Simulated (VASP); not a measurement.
Input of a VASP 6.6.1 run:

Contents of INCAR:

```
ALGO = Fast
EDIFF = 1E-6
ENCUT = 520
GGA = PS
ISIF = 2
ISMEAR = 0
LASPH = T
LCHARG = T
LELF = T
LREAL = F
LVHAR = T
LWAVE = F
NBANDS = 22
NELM = 100
PREC = Accurate
SIGMA = 0.1
```

File KPOINTS:

```
k-points
0
Gamma
  12 12 8
```

The input POSCAR:

```
Al3Ni2
1.0
    4.0832024377      0.0000000000      0.0000000000
   -2.0416012188      3.5361570398      0.0000000000
    0.0000000000      0.0000000000      4.9566539061
Al Ni
3 2
Direct
    0.0000000000      0.0000000000      0.0000000000
    0.3333333333      0.6666666667      0.6491147301
    0.6666666667      0.3333333333      0.3508852699
    0.3333333333      0.6666666667      0.1446667133
    0.6666666667      0.3333333333      0.8553332867
```

Potentials or basis: VASP PAW PBE potentials, release 64 (Al, Ni).

Launch:

```sh
$ cat potpaw_PBE.64/Al/POTCAR potpaw_PBE.64/Ni/POTCAR > POTCAR
$ mpirun -np 1 vasp_std > vasp.out
```

Question: Estimate the largest force.

Answer: 0.011 eV/Å.

Question: What does it give for the pressure?

Answer: -7.2 GPa.

Stress tensor (GPa, compression positive):
```
-7.09  0.00  0.00
 0.00 -7.09  0.00
 0.00  0.00 -7.43
```

Caveat: the cell differs from its parent crystal (equal strain along all axes, cell held: +2.0 %, then relaxed in part); the PAW data sets were made with another functional, which shifts forces and pressure a little. Spin polarisation is off, so any magnetic state and its effect on volume and gap are missing.
